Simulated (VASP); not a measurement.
# BN in VASP: a series of runs, part 3 of 3

VASP 6.6.1.

### 4 Single point, PBE (atoms moved at random)

Contents of INCAR:

```
SYSTEM = BN
PREC = Accurate
ENCUT = 450
EDIFF = 1E-7
ISMEAR = 0
SIGMA = 0.02
LREAL = .False.
LASPH = .True.
ALGO = Normal
NELM = 100
ISIF = 2
LWAVE = .False.
LCHARG = .False.
```

Contents of KPOINTS:

```
k-points
0
Gamma
  10 10 10
```

Contents of POSCAR:

```
BN
1.0
    1.2511217832      0.7223354983      3.3729344033
   -1.2511217832      0.7223354983      3.3729344033
    0.0000000000     -1.4446709966      3.3729344033
N B
1 1
Direct
    0.6635920000      0.6714150000      0.6690490000
    0.0186030000     -0.0030070000     -0.0083060000
```

Potentials or basis: VASP PAW PBE potentials, release 64 (N, B).

Run with:

```sh
$ cat potpaw_PBE.64/N/POTCAR potpaw_PBE.64/B/POTCAR > POTCAR
$ mpirun -np 1 vasp_std > vasp.out
```

OUTCAR:

```text
SYSTEM = BN
   PREC = Accurate
   ENCUT = 450
   EDIFF = 1E-7
   ISMEAR = 0
   LREAL = .False.
   LASPH = .True.
   NELM = 100
   ISIF = 2

 Found    504 irreducible k-points:

 Following reciprocal coordinates:
            Coordinates               Weight
  0.000000  0.000000  0.000000      1.000000
  0.100000 -0.000000  0.000000      2.000000
 -0.000000  0.100000  0.000000      2.000000
  0.000000  0.000000  0.100000      2.000000
  0.200000 -0.000000  0.000000      2.000000
 -0.000000  0.200000  0.000000      2.000000
   k-points           NKPTS =    504   k-points in BZ     NKDIM =    504   number of bands    NBANDS=      8
   number of dos      NEDOS =    301   number of ions     NIONS =      2
   total plane-waves  NPLWV =  21952
   dimension x,y,z NGX =    28 NGY =   28 NGZ =   28
   dimension x,y,z NGXF=    56 NGYF=   56 NGZF=   56
   ions per type =               1   1
   NGX,Y,Z   is equivalent  to a cutoff of  12.69, 12.69, 12.69 a.u.
   NGXF,Y,Z  is equivalent  to a cutoff of  25.37, 25.37, 25.37 a.u.
 SYSTEM =  BN
   PREC   = accura    normal or accurate (medium, high low for compatibility)
   ISTART =      0    job   : 0-new  1-cont  2-samecut
   ICHARG =      2    charge: 1-file 2-atom 10-const
   ISPIN  =      1    spin polarized calculation?
   LNONCOLLINEAR =      F non collinear calculations
   LSORBIT =      F    spin-orbit coupling
   LASPH  =      T    aspherical Exc in radial PAW
   ENCUT  =  450.0 eV  33.07 Ry    5.75 a.u.   6.35  6.35  6.35*2*pi/ulx,y,z
   NELM   =    100;   NELMIN=  2; NELMDL= -5     # of ELM steps
   EDIFF  = 0.1E-06   stopping-criterion for ELM
   LREAL  =      F    real-space projection
   EDIFFG = 0.1E-05   stopping-criterion for IOM
   NSW    =      0    number of steps for IOM
   IBRION =     -1    ionic relax: 0-MD 1-quasi-New 2-CG
   NFREE  =      0    steps in history (QN), initial steepest desc. (CG)
   ISIF   =      2    stress and relaxation
   ISYM   =      2    0-nonsym 1-usesym 2-fastsym
   POTIM  = 0.5000    time-step for ionic-motion
   TEBEG  =    0.0;   TEEND  =   0.0 temperature during run

   SCALEE = 1.0000    scale energy and forces
   PSTRESS=    0.0 pullay stress
   NELECT =       8.0000    total number of electrons
   NUPDOWN=      -1.0000    fix difference up-down
   EMIN   =  10.00;   EMAX   =-10.00  energy-range for DOS
   EFERMI =   0.00;   METHOD = LEGACY
   ISMEAR =     0;   SIGMA  =   0.02  broadening in eV -4-tet -1-fermi 0-gaus
   EFERMI_NEDOS =   21; number of points for ismear=-14 and -15
   IALGO  =     38    algorithm
   IMIX   =      4    mixing-type and parameters
     AMIX     =   0.40;   BMIX     =  1.00
     AMIX_MAG =   1.60;   BMIX_MAG =  1.00
  volume/ion in A,a.u.               =       9.14        61.71
  Fermi-wavevector in a.u.,A,eV,Ry     =   1.242717  2.348395 21.012099  1.544346
  Thomas-Fermi vector in A             =   2.377059
   LORBIT       =      0    0 simple, 1 ext, 2 COOP (PROOUT), +10 PAW based schemes
   GGA     = PE    functional components
   LHFCALC =     F    Hartree Fock is set to
   AEXX    =    0.0000 exact exchange contribution
   IVDW    =     0    specifies the selected vdW correction
   LEPSILON=     F    determine dielectric tensor
   LRPA    =     F    only Hartree local field effects (RPA)

   CSHIFT  =0.1000    complex shift for real part using Kramers Kronig

   OMEGAMAX=  -1.0    maximum frequency
 non-spin polarized calculation
 Gauss-broadening in eV      SIGMA  =   0.02
  energy-cutoff  :      450.00
  volume of cell :       18.29
 maximum number of plane-waves:       416
 NGX is ok and might be reduce to    28
   NGX = 13   NGY = 13   NGZ = 13

 number of electron       8.0000000 magnetization

 Free energy of the ion-electron system (eV)
  ---------------------------------------------------
  ext. energy  EPLUGINS =         0.00000000
  ---------------------------------------------------
  free energy    TOTEN  =       -17.53732463 eV

  energy without entropy =      -17.53732463  energy(sigma->0) =      -17.53732463

 E-fermi :   2.3440     XC(G=0):  -9.9769

 val. band max:        2.1728320895   @ k =  -0.3000   0.3000   0.0000
 cond. band min:       6.0828885530   @ k =  -0.0000   0.5000   0.5000
 fundamental gap:      3.9100564635
 Fermi energy:         2.3440258451

 k-point     1 :       0.0000    0.0000    0.0000
  band No.  band energies     occupation
      1     -15.6458      2.00000
      2      -2.0523      2.00000
      3       0.3351      2.00000
      4       1.3626      2.00000
      5       7.3015      0.00000
      6      13.1297      0.00000
      7      14.5069      0.00000
      8      15.3040      0.00000

 k-point     2 :       0.1000   -0.0000    0.0000
  band No.  band energies     occupation
      1     -15.4506      2.00000
      2      -1.8344      2.00000
      3      -0.3906      2.00000
      4       0.9505      2.00000
      5       7.6914      0.00000
      6      14.0097      0.00000
      7      14.2473      0.00000
      8      14.5866      0.00000

 k-point     3 :      -0.0000    0.1000    0.0000
  band No.  band energies     occupation
      1     -15.4469      2.00000
      2      -1.8403      2.00000
      3      -0.1759      2.00000
      4       0.6986      2.00000
      5       7.7052      0.00000
      6      13.2427      0.00000
      7      14.6372      0.00000
      8      15.2063      0.00000

 k-point     4 :       0.0000    0.0000    0.1000
  band No.  band energies     occupation
      1     -15.4465      2.00000
      2      -1.8410      2.00000
      3      -0.1395      2.00000
      4       0.6562      2.00000
      5       7.7068      0.00000
      6      13.2263      0.00000
      7      14.6443      0.00000
      8      15.2410      0.00000

 k-point     5 :       0.2000   -0.0000    0.0000
  band No.  band energies     occupation
      1     -14.8822      2.00000
      2      -2.1530      2.00000
      3      -1.1847      2.00000
      4       0.0481      2.00000
      5       8.7014      0.00000
      6      12.7732      0.00000
      7      13.8706      0.00000
      8      16.3349      0.00000

 k-point     6 :      -0.0000    0.2000    0.0000
  band No.  band energies     occupation
      1     -14.8669      2.00000
      2      -1.8260      2.00000
      3      -1.2097      2.00000
      4      -0.3802      2.00000
      5       8.7183      0.00000
      6      12.9415      0.00000
      7      13.3193      0.00000
      8      17.2556      0.00000

 [... further k-points ...]

------------------------ aborting loop because EDIFF is reached ----------------------------------------

  FORCE on cell =-STRESS in cart. coord.  units (eV):
  Direction    XX          YY          ZZ          XY          YZ          ZX
  --------------------------------------------------------------------------------------
  -------------------------------------------------------------------------------------
  Total        0.8739146      0.1914646      0.1253185      0.5072569     -0.0144357     -0.0214164
  in kB       76.5564716     16.7726387     10.9781229     44.4366047     -1.2645949     -1.8761146
  external PRESSURE =      34.7690777 kB  Pullay stress =       0.0000000 kB

 VOLUME and BASIS-vectors are now :
 -----------------------------------------------------------------------------
  energy-cutoff  :      450.00
  volume of cell :       18.29
      direct lattice vectors                 reciprocal lattice vectors
     1.251121783  0.722335498  3.372934403     0.399641351  0.230733042  0.098825916
    -1.251121783  0.722335498  3.372934403    -0.399641351  0.230733042  0.098825916
     0.000000000 -1.444670997  3.372934403     0.000000000 -0.461466083  0.098825916

 POSITION                                       TOTAL-FORCE (eV/Angst)
 -----------------------------------------------------------------------------------
     -0.00979     -0.00223      6.75955         1.660129      1.110992      0.164812
     -1.22409     -0.69907      6.77046        -1.660129     -1.110992     -0.164812
 -----------------------------------------------------------------------------------
    total drift:                               -0.000007     -0.000028      0.000149

  FREE ENERGIE OF THE ION-ELECTRON SYSTEM (eV)
  ---------------------------------------------------
  free  energy   TOTEN  =       -17.5373246295 eV

  energy  without entropy=      -17.5373246295  energy(sigma->0) =      -17.53732463
```

OSZICAR:

```text
N       E                     dE             d eps       ncg     rms          rms(c)
DAV:   1     0.917359088436E+01    0.91736E+01   -0.45407E+03  8408   0.840E+02
DAV:   2    -0.190035876274E+02   -0.28177E+02   -0.26847E+02 11072   0.152E+02
DAV:   3    -0.193472471949E+02   -0.34366E+00   -0.34366E+00  9888   0.214E+01
DAV:   4    -0.193479937006E+02   -0.74651E-03   -0.74651E-03 13360   0.860E-01
DAV:   5    -0.193479938198E+02   -0.11921E-06   -0.11922E-06  9808   0.949E-03    0.802E+00
DAV:   6    -0.177354700600E+02    0.16125E+01   -0.64842E+00 10408   0.171E+01    0.374E+00
DAV:   7    -0.175756497654E+02    0.15982E+00   -0.22527E-01 12064   0.412E+00    0.223E+00
DAV:   8    -0.175362858194E+02    0.39364E-01   -0.14045E-01 12056   0.282E+00    0.271E-01
DAV:   9    -0.175369195849E+02   -0.63377E-03   -0.12947E-03  8368   0.391E-01    0.123E-01
DAV:  10    -0.175372979040E+02   -0.37832E-03   -0.47110E-04 11016   0.206E-01    0.299E-02
DAV:  11    -0.175373218838E+02   -0.23980E-04   -0.22333E-05 10096   0.450E-02    0.112E-02
DAV:  12    -0.175373245088E+02   -0.26250E-05   -0.32819E-06 11296   0.151E-02    0.122E-03
DAV:  13    -0.175373246254E+02   -0.11659E-06   -0.16605E-07  9864   0.402E-03    0.342E-04
DAV:  14    -0.175373246295E+02   -0.40724E-08   -0.70404E-09  6216   0.889E-04
   1 F= -.17537325E+02 E0= -.17537325E+02  d E =-.343001E-36
```

Run time: 64 s. Hardware: 1 thread of AMD EPYC 9R45 (Zen 5), shared host; peak memory 0.17 GiB.

Results:

- Free energy: -17.5373 eV
- Largest force: 2.004 eV/Å
- Band gap on the k mesh: 3.91 eV (least direct gap 4.75 eV)

Forces in eV/Å, atoms in the order of the input:
```
N    1.660  1.111  0.165
B   -1.660 -1.111 -0.165
```

Levels at points of the mesh, in eV from the valence-band top:
```
           k point  band 2  band 3  band 4  band 5  band 6  band 7
(0.00, 0.00, 0.00)   -4.23   -1.84   -0.81    5.13   10.96   12.33
(0.50, 0.00, 0.00)   -9.05   -3.85   -0.49    4.95    9.95   13.03
(0.00, 0.50, 0.00)   -8.93   -4.20   -0.72    5.42    9.78   13.06
(0.00, 0.00, 0.50)   -8.92   -4.25   -0.75    5.47    9.78   13.07
(0.50, 0.50, 0.00)   -8.79   -4.30   -1.31    4.42    9.79   14.22
(0.50, 0.00, 0.50)   -8.81   -4.26   -1.28    4.37    9.78   14.23
(0.00, 0.50, 0.50)   -8.93   -3.91   -1.04    3.91    9.95   14.29
```

Caveat: the cell differs from its parent crystal (atoms moved at random); the cutoff is under 1.25 times the usual one of these potentials, so pressure, stress and relaxed cells hold a basis-set (Pulay) error. A k mesh can miss the band edges.

### 5 Overview

```csv
level,cell,k mesh,cutoff (eV),smearing,dipole correction,grid for exact exchange (PRECFOCK),share of exact exchange,gap on the mesh (eV),pressure (GPa),largest force (eV/Å)
r2SCAN50+D4,"a = 3.718 Å, angles 39.9°, 2 atoms, atomic positions A",6 × 6 × 6,520,fermi-dirac 0.05 eV,no,Normal,0.5,8.52,-16.5,0.01
PBE,"a = 3.669 Å, angles 39.9°, 2 atoms, atomic positions A",12 × 12 × 12,520,gaussian 0.026 eV,no,-,-,4.28,3.6,-
PBE,"a = 3.669 Å, angles 39.9°, 2 atoms, atomic positions B",10 × 10 × 10,450,gaussian 0.02 eV,-,-,-,3.91,-,2.00
```

Alike in all rows: task single point; potentials or basis VASP PAW PBE potentials, release 64 (N, B); no spin polarisation.

Caveats: some runs use coarse meshes; the PAW data sets were made with another functional, which shifts forces and pressure a little (at least some runs); the cell stands under pressure (at least some runs); the cutoff is under 1.25 times the usual one of these potentials, so pressure, stress and relaxed cells hold a basis-set (Pulay) error (at least some runs).

Absolute energies hang on the potentials; compare differences alone.
